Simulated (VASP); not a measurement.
# SiNi (rocksalt type) (Fm-3m) in VASP: further runs

SiNi (rocksalt type) is run at these levels: PBE; tasks: single point, relaxation of cell and atoms.

Everything below comes from runs of VASP 6.6.1. Logs are shortened: lines on timing, memory, paths and dates and some standing lists are left out, and cuts for length are marked.

**1. The cell of the first run**

The structure is cubic, space group Fm-3m (No. 225). Conventional cell: a = 4.741 Å, b = 4.741 Å, c = 4.741 Å, α = 90.00°, β = 90.00°, γ = 90.00°. Ni (site symmetry m-3m) has 6 Si at 2.37 Å within 3.1 Å. Si (site symmetry m-3m) has 6 Ni at 2.37 Å within 3.1 Å.

**2. Single point, PBE**

File INCAR:

```
SYSTEM = SiNi
PREC = Accurate
ENCUT = 520
EDIFF = 1E-6
ISMEAR = -1
SIGMA = 0.1
LREAL = .False.
LASPH = .True.
NELM = 80
ALGO = Normal
ISIF = 2
LWAVE = .False.
LCHARG = .True.
GGA = PE
LELF = .True.
LVHAR = .True.
NBANDS = 14
```

File KPOINTS:

```
regular mesh
0
Gamma
  15 15 15
  0 0 0
```

File POSCAR:

```
SiNi
1.0
    0.0000000000      2.3703144473      2.3703144473
    2.3703144473      0.0000000000      2.3703144473
    2.3703144473      2.3703144473      0.0000000000
Ni Si
1 1
Direct
    0.0000000000      0.0000000000      0.0000000000
    0.5000000000      0.5000000000      0.5000000000
```

Potentials or basis: VASP PAW PBE potentials, release 64 (Ni, Si).

On the command line:

```sh
$ cat potpaw_PBE.64/Ni/POTCAR potpaw_PBE.64/Si/POTCAR > POTCAR
$ mpirun -np 1 vasp_std > vasp.out
```

OUTCAR:

```text
SYSTEM = SiNi
   PREC = Accurate
   ENCUT = 520
   EDIFF = 1E-6
   ISMEAR = -1
   LREAL = .False.
   LASPH = .True.
   NELM = 80
   ISIF = 2
   GGA = PE

 ion  position               nearest neighbor table
   1  0.000  0.000  0.000-   2 2.37   2 2.37   2 2.37   2 2.37   2 2.37   2 2.37
   2  0.500  0.500  0.500-   1 2.37   1 2.37   1 2.37   1 2.37   1 2.37   1 2.37

  LATTYP: Found a face centered cubic cell.
 ALAT       =     4.7406288946

  Lattice vectors:

 A1 = (   0.0000000000,   2.3703144473,   2.3703144473)
 A2 = (   2.3703144473,   0.0000000000,   2.3703144473)
 A3 = (   2.3703144473,   2.3703144473,   0.0000000000)

Analysis of symmetry for initial positions (statically):
=====================================================================
 Subroutine PRICEL returns:
 Original cell was already a primitive cell.

 Routine SETGRP: Setting up the symmetry group for a
 face centered cubic supercell.

 Subroutine GETGRP returns: Found 48 space group operations
 (whereof 48 operations were pure point group operations)
 out of a pool of 48 trial point group operations.

The static configuration has the point symmetry O_h .

Analysis of symmetry for dynamics (positions and initial velocities):
=====================================================================
 Subroutine PRICEL returns:
 Original cell was already a primitive cell.

 Routine SETGRP: Setting up the symmetry group for a
 face centered cubic supercell.

 Subroutine GETGRP returns: Found 48 space group operations
 (whereof 48 operations were pure point group operations)
 out of a pool of 48 trial point group operations.

The dynamic configuration has the point symmetry O_h .

 Subroutine INISYM returns: Found 48 space group operations
 (whereof 48 operations are pure point group operations),
 and found     1 'primitive' translations

----------------------------------------------------------------------------------------

                                     Primitive cell

  volume of cell :      26.6347

  direct lattice vectors                    reciprocal lattice vectors
     0.000000000  2.370314447  2.370314447    -0.210942477  0.210942477  0.210942477
     2.370314447  0.000000000  2.370314447     0.210942477 -0.210942477  0.210942477
     2.370314447  2.370314447  0.000000000     0.210942477  0.210942477 -0.210942477

  length of vectors
[... 91 lines left out ...]
   TEBEG  =    0.0;   TEEND  =   0.0 temperature during run
   PSTRESS=    0.0 pullay stress
   NELECT =      14.0000    total number of electrons
   NUPDOWN=      -1.0000    fix difference up-down
   EMIN   =  10.00;   EMAX   =-10.00  energy-range for DOS
   EFERMI =   0.00;   METHOD = LEGACY
   ISMEAR =    -1;   SIGMA  =   0.10  broadening in eV -4-tet -1-fermi 0-gaus
   EFERMI_NEDOS =   21; number of points for ismear=-14 and -15
   IALGO  =     38    algorithm
   IMIX   =      4    mixing-type and parameters
     AMIX     =   0.40;   BMIX     =  1.00
     AMIX_MAG =   1.60;   BMIX_MAG =  1.00
  volume/ion in A,a.u.               =      13.32        89.87
  Fermi-wavevector in a.u.,A,eV,Ry     =   1.321199  2.496704 23.749876  1.745567
  Thomas-Fermi vector in A             =   2.450970
   LORBIT       =      0    0 simple, 1 ext, 2 COOP (PROOUT), +10 PAW based schemes
   GGA     = PE    functional components
   LHFCALC =     F    Hartree Fock is set to
   AEXX    =    0.0000 exact exchange contribution
   IVDW    =     0    specifies the selected vdW correction
   LEPSILON=     F    determine dielectric tensor
   LRPA    =     F    only Hartree local field effects (RPA)
 non-spin polarized calculation
  energy-cutoff  :      520.00
  volume of cell :       26.63
 maximum number of plane-waves:       745
 NGX is ok and might be reduce to    28
   NGX = 13   NGY = 13   NGZ = 13

 number of electron      14.0000003 magnetization

 Free energy of the ion-electron system (eV)
  ---------------------------------------------------
  ext. energy  EPLUGINS =         0.00000000
  ---------------------------------------------------
  free energy    TOTEN  =       -10.88686400 eV

  energy without entropy =      -10.84807891  energy(sigma->0) =      -10.86747145

 E-fermi :   8.9874     XC(G=0): -11.7410

 val. band max:        8.9867462087   @ k =  -0.2000   0.3333   0.1333
 cond. band min:       9.0106410587   @ k =  -0.4667   0.4667   0.0000
 fundamental gap:      0.0238948500
 Fermi energy:         8.9874060252

 k-point     1 :       0.0000    0.0000    0.0000
  band No.  band energies     occupation
      1      -2.9860      2.00000
      2       6.5416      2.00000
      3       6.5416      2.00000
      4       6.5416      2.00000
      5       6.5584      2.00000
      6       6.5584      2.00000
      7      13.0119      0.00000
      8      13.0119      0.00000
      9      13.0119      0.00000
     10      19.0723      0.00000
     11      19.0723      0.00000
     12      19.0723      0.00000
     13      20.9422      0.00000
     14      21.3284      0.00000
[... 377 lines left out ...]
      1      -2.2168      2.00000
      2       5.9904      2.00000
      3       6.2720      2.00000
      4       6.4923      2.00000
      5       6.6481      2.00000
      6       6.7417      2.00000
      7      11.2433      0.00000
      8      11.9882      0.00000
      9      13.0324      0.00000
     10      17.1274      0.00000
     11      17.2790      0.00000
     12      20.0227      0.00000
     13      20.1669      0.00000
     14      23.2799      0.00000

 [... further k-points ...]

------------------------ aborting loop because EDIFF is reached ----------------------------------------

  FORCE on cell =-STRESS in cart. coord.  units (eV):
  Direction    XX          YY          ZZ          XY          YZ          ZX
  --------------------------------------------------------------------------------------
  -------------------------------------------------------------------------------------
  Total        0.0066251      0.0066251      0.0066251      0.0000000      0.0000000      0.0000000
  in kB        0.3985263      0.3985263      0.3985263      0.0000000      0.0000000      0.0000000
  external PRESSURE =       0.3985263 kB  Pullay stress =       0.0000000 kB

 VOLUME and BASIS-vectors are now :
 -----------------------------------------------------------------------------
  energy-cutoff  :      520.00
  volume of cell :       26.63
      direct lattice vectors                 reciprocal lattice vectors
     0.000000000  2.370314447  2.370314447    -0.210942477  0.210942477  0.210942477
     2.370314447  0.000000000  2.370314447     0.210942477 -0.210942477  0.210942477
     2.370314447  2.370314447  0.000000000     0.210942477  0.210942477 -0.210942477

 POSITION                                       TOTAL-FORCE (eV/Angst)
 -----------------------------------------------------------------------------------
      0.00000      0.00000      0.00000         0.000000      0.000000      0.000000
      2.37031      2.37031      2.37031         0.000000     -0.000000     -0.000000
 -----------------------------------------------------------------------------------
    total drift:                               -0.000000     -0.000000      0.000000

  FREE ENERGIE OF THE ION-ELECTRON SYSTEM (eV)
  ---------------------------------------------------
  free  energy   TOTEN  =       -10.8868639961 eV

  energy  without entropy=      -10.8480789076  energy(sigma->0) =      -10.86747145
```

stdout:

```text
POSCAR found type information on POSCAR NiSi
 POSCAR found :  2 types and       2 ions
 scaLAPACK will be used
 LDA part: xc-table for (Slater+PW92), standard interpolation
 POSCAR, INCAR and KPOINTS ok, starting setup
 FFT: planning ... GRIDC
 FFT: planning ... GRID_SOFT
 FFT: planning ... GRID
 WAVECAR not read
 entering main loop
```

Run time: 1.8 min. Hardware: 1 thread of Intel Xeon 8259CL, shared host; peak memory 0.19 GiB.

Results:

```yaml
Free_energy: -10.8869 eV
Pressure: 0.0 GPa
Band_gap_on_the_k_mesh: zero (bands 7 and 8 overlap by 4.82 eV)
```

Spin polarisation is off, so any magnetic state and its effect on volume and gap are missing.

**3. Relaxation of cell and atoms, PBE, target pressure 30 GPa, at which the enthalpy is minimised**

This run uses another cell than the first one, of 11.44 Å³/atom.

File INCAR:

```
PREC = Accurate ; ENCUT = 600
EDIFF = 1E-6 ; ISMEAR = -1
SIGMA = 0.1 ; LREAL = False
LASPH = True ; NELM = 60
ALGO = Normal ; ISIF = 3
LWAVE = False ; LCHARG = False
GGA = PE ; IBRION = 2
NSW = 32 ; EDIFFG = -0.005
PSTRESS = 300.0
```

File KPOINTS:

```
Automatic mesh
0
Gamma
  15 15 15
```

File POSCAR:

```
SiNi
1.0
    0.0000000000      2.2535574468      2.2535574468
    2.2535574468      0.0000000000      2.2535574468
    2.2535574468      2.2535574468      0.0000000000
Ni Si
1 1
Direct
    0.0000000000      0.0000000000      0.0000000000
    0.5000000000      0.5000000000      0.5000000000
```

Potentials or basis: VASP PAW PBE potentials, release 64 (Ni, Si).

On the command line:

```sh
$ cat potpaw_PBE.64/Ni/POTCAR potpaw_PBE.64/Si/POTCAR > POTCAR
$ mpirun -np 1 vasp_std > vasp.out
```

It took 40 s on 1 thread of Intel Xeon 6975P-C (Granite Rapids), shared host; peak memory 0.19 GiB.

It converged, with:

| Quantity | Value |
| --- | --- |
| Free energy | -10.5789 eV |
| Relaxed volume | 11.44 Å³/atom |
| Relaxed cell | a = 3.187 Å, b = 3.187 Å, c = 3.187 Å, α = 60.00°, β = 60.00°, γ = 60.00° |
| Space group after relaxing (to 0.1 Å) | Fm-3m (No. 225) |
| Energy change on relaxing (the run minimises the enthalpy) | +1.0 meV/atom |
| Ionic steps | 3 |
| Pressure after relaxing | 30.0 GPa |
| Band gap on the k mesh | zero (bands 7 and 8 overlap by 5.68 eV) |

The path:
```csv
step,energy change (eV),largest force (eV/Å),pressure (GPa),volume (Å³)
1,0.0000,0.0000,29.87,22.89
2,0.0056,0.0000,30.22,22.86
3,0.0020,0.0000,30.03,22.88
```

Final structure:
```
CELL_PARAMETERS angstrom
0.00000 2.25320 2.25320
2.25320 0.00000 2.25320
2.25320 2.25320 0.00000
ATOMIC_POSITIONS crystal
Ni 0.00000 0.00000 0.00000
Si 0.50000 0.50000 0.50000
```

Levels at points of the mesh, in eV from the Fermi level:
```tsv
k point	band 4	band 5	band 6	band 7	band 8	band 9	band 10	band 11
(0.00, 0.00, 0.00)	-3.14	-3.07	-3.07	4.69	4.69	4.69	10.62	10.62
```

Caveat: the cell is relaxed towards a set pressure, so the run minimises the enthalpy, not the energy. Spin polarisation is off, so any magnetic state and its effect on volume and gap are missing.

**4. Relaxation of cell and atoms, PBE, target pressure 30 GPa, at which the enthalpy is minimised**

This run uses another cell than the first one, of 11.45 Å³/atom.

File INCAR:

```
ALGO = Normal ; EDIFF = 1E-6
EDIFFG = -0.005 ; ENCUT = 600
GGA = PE ; IBRION = 2
ISIF = 3 ; ISMEAR = -1
LASPH = T ; LCHARG = F
LREAL = F ; LWAVE = F
NELM = 80 ; NSW = 60
PREC = Accurate ; PSTRESS = 300.0
SIGMA = 0.1
```

File KPOINTS:

```
k-points
0
Gamma
  15 15 15
```

File POSCAR:

```
SiNi
1.0
    0.0000000000      2.2540944724      2.2540944724
    2.2540944724      0.0000000000      2.2540944724
    2.2540944724      2.2540944724      0.0000000000
Ni Si
1 1
Direct
    0.0000000000      0.0000000000      0.0000000000
    0.5000000000      0.5000000000      0.5000000000
```

Potentials or basis: VASP PAW PBE potentials, release 64 (Ni, Si).

On the command line:

```sh
$ cat potpaw_PBE.64/Ni/POTCAR potpaw_PBE.64/Si/POTCAR > POTCAR
$ mpirun -np 1 vasp_std > vasp.out
```

OUTCAR:

```text
EDIFF = 1E-6
   EDIFFG = -0.005
   ENCUT = 600
   GGA = PE
   IBRION = 2
   ISIF = 3
   ISMEAR = -1
   LASPH = T
   LREAL = F
   NELM = 80
   NSW = 60
   PREC = Accurate
   PSTRESS = 300.0

 ion  position               nearest neighbor table
   1  0.000  0.000  0.000-   2 2.25   2 2.25   2 2.25   2 2.25   2 2.25   2 2.25
   2  0.500  0.500  0.500-   1 2.25   1 2.25   1 2.25   1 2.25   1 2.25   1 2.25

  LATTYP: Found a face centered cubic cell.
 ALAT       =     4.5081889448

  Lattice vectors:

 A1 = (   0.0000000000,   2.2540944724,   2.2540944724)
 A2 = (   2.2540944724,   0.0000000000,   2.2540944724)
 A3 = (   2.2540944724,   2.2540944724,   0.0000000000)

Analysis of symmetry for initial positions (statically):
=====================================================================
[... 265 lines left out ...]

 k-point     1 :       0.0000    0.0000    0.0000
  band No.  band energies     occupation
      1      -2.0833      2.00000
      2       8.0605      2.00000
      3       8.0605      2.00000
      4       8.0605      2.00000
      5       8.1253      2.00000
      6       8.1253      2.00000
      7      15.8824      0.00000
      8      15.8824      0.00000
      9      15.8824      0.00000
     10      21.8117      0.00000
     11      21.8117      0.00000
[... 309 lines left out ...]
 k-point    24 :       0.2000    0.1333    0.0000
  band No.  band energies     occupation
      1      -1.2166      2.00000
      2       7.5076      2.00000
      3       7.7160      2.00000
      4       8.0459      2.00000
      5       8.2148      2.00000
      6       8.3402      2.00000
      7      13.8927      0.00000
      8      14.6378      0.00000
      9      16.0334      0.00000
     10      19.6489      0.00000
     11      20.1251      0.00000

 [... further k-points ...]

------------------------ aborting loop because EDIFF is reached ----------------------------------------

  FORCE on cell =-STRESS in cart. coord.  units (eV):
  Direction    XX          YY          ZZ          XY          YZ          ZX
  --------------------------------------------------------------------------------------
  -------------------------------------------------------------------------------------
  Total        4.2915580      4.2915580      4.2915580      0.0000000      0.0000000     -0.0000000
  in kB      300.5240801    300.5240801    300.5240801      0.0000000      0.0000000     -0.0000000
  external PRESSURE =       0.5240801 kB  Pullay stress =     300.0000000 kB
[... 21 lines left out ...]
  energy  without entropy=      -10.5455704631  energy(sigma->0) =      -10.56230007

  enthalpy is  TOTEN    =        -6.2949556459 eV   P V=        4.2840740360

 reached required accuracy - stopping structural energy minimisation
```

Run time: 36 s. Hardware: 1 thread of Intel Xeon 6975P-C (Granite Rapids), shared host; peak memory 0.19 GiB.

What came out:

| Quantity | Value |
| --- | --- |
| Free energy | -10.5790 eV |
| Relaxed volume | 11.44 Å³/atom |
| Relaxed cell | a = 3.187 Å, b = 3.187 Å, c = 3.187 Å, α = 60.00°, β = 60.00°, γ = 60.00° |
| Space group after relaxing (to 0.1 Å) | Fm-3m (No. 225) |
| Energy change on relaxing (the run minimises the enthalpy) | +2.5 meV/atom |
| Ionic steps | 3 |
| Pressure after relaxing | 30.1 GPa |
| Band gap on the k mesh | zero (bands 7 and 8 overlap by 5.68 eV) |

The path:
| step | energy change (eV) | largest force (eV/Å) | pressure (GPa) | volume (Å³) |
| --- | --- | --- | --- | --- |
| 1 | 0.0000 | 0.0000 | 29.69 | 22.91 |
| 2 | 0.0140 | 0.0000 | 30.57 | 22.83 |
| 3 | 0.0049 | 0.0000 | 30.05 | 22.88 |

Final structure:
```
CELL_PARAMETERS angstrom
0.00000 2.25323 2.25323
2.25323 0.00000 2.25323
2.25323 2.25323 0.00000
ATOMIC_POSITIONS crystal
Ni 0.00000 0.00000 0.00000
Si 0.50000 0.50000 0.50000
```

Caveat: the cell is relaxed towards a set pressure, so the run minimises the enthalpy, not the energy. Spin polarisation is off, so any magnetic state and its effect on volume and gap are missing.

**5. Relaxation of cell and atoms, PBE**

This run uses another cell than the first one, of 12.21 Å³/atom.

File INCAR:

```
SYSTEM = SiNi
ALGO = Normal
EDIFF = 1E-6
EDIFFG = -0.005
ENCUT = 600
GGA = PE
IBRION = 2
ISIF = 3
ISMEAR = -1
LASPH = .True.
LCHARG = .False.
LREAL = .False.
LWAVE = .False.
NELM = 80
NSW = 60
PREC = Accurate
SIGMA = 0.1
```

File KPOINTS:

```
k-points
0
Gamma
  15 15 15
  0 0 0
```

File POSCAR:

```
SiNi
1.0
    0.0000000000      2.3024851496      2.3024851496
    2.3024851496      0.0000000000      2.3024851496
    2.3024851496      2.3024851496      0.0000000000
Ni Si
1 1
Direct
    0.0000000000      0.0000000000      0.0000000000
    0.5000000000      0.5000000000      0.5000000000
```

On the command line:

```sh
$ cat potpaw_PBE.64/Ni/POTCAR potpaw_PBE.64/Si/POTCAR > POTCAR
$ mpirun -np 1 vasp_std > vasp.out
```

Wall time 59 s (1 thread of Intel Xeon 6975P-C (Granite Rapids), shared host); peak memory 0.19 GiB.

It converged, with:

- Free energy: -10.8861 eV
- Relaxed volume: 13.31 Å³/atom
- Relaxed cell: a = 3.351 Å, b = 3.351 Å, c = 3.351 Å, α = 60.00°, β = 60.00°, γ = 60.00°
- Space group after relaxing (to 0.1 Å): Fm-3m (No. 225)
- Energy gained by relaxing: 47.8 meV/atom
- Ionic steps: 5
- Pressure after relaxing: 0.0 GPa
- Band gap on the k mesh: zero (bands 7 and 8 overlap by 4.82 eV)

Step by step:
```csv
step,energy change (eV),largest force (eV/Å),pressure (GPa),volume (Å³)
1,0.0000,0.0000,14.87,24.41
2,-0.0390,0.0000,-8.54,28.64
3,-0.0957,0.0000,-0.07,26.66
4,-0.0957,0.0000,0.13,26.62
5,-0.0957,0.0000,-0.03,26.62
```

Final structure:
```
Ni Si
1.0
     0.00000    2.36980    2.36980
     2.36980    0.00000    2.36980
     2.36980    2.36980    0.00000
Ni Si
1 1
Direct
  0.00000 0.00000 0.00000
  0.50000 0.50000 0.50000
```

Levels at points of the mesh, in eV from the Fermi level:
| k point | band 4 | band 5 | band 6 | band 7 | band 8 | band 9 | band 10 | band 11 |
| --- | --- | --- | --- | --- | --- | --- | --- | --- |
| (0.00, 0.00, 0.00) | -2.45 | -2.43 | -2.43 | 4.03 | 4.03 | 4.03 | 10.09 | 10.09 |

Spin polarisation is off, so any magnetic state and its effect on volume and gap are missing.

**6. Overview**

| task | cell | cutoff (eV) | gap on the mesh (eV) | pressure (GPa) |
| --- | --- | --- | --- | --- |
| single point | a = 3.352 Å, angles 60.0°, 2 atoms | 520 | none | 0.0 |
| relaxation of cell and atoms | relaxed to 30 GPa from a = 3.187 Å, angles 60.0°, 2 atoms | 600 | none | 30.0 |
| relaxation of cell and atoms | relaxed to 30 GPa from a = 3.188 Å, angles 60.0°, 2 atoms | 600 | none | 30.1 |
| relaxation of cell and atoms | relaxed from a = 3.256 Å, angles 60.0°, 2 atoms | 600 | none | 0.0 |

Alike in all rows: level PBE; potentials or basis VASP PAW PBE potentials, release 64 (Ni, Si); no spin polarisation; k mesh 15 × 15 × 15; smearing fermi-dirac 0.1 eV.

Caveats: the cell is relaxed towards a set pressure, so the run minimises the enthalpy, not the energy (at least some runs).

Absolute energies hang on the potentials; compare differences alone.
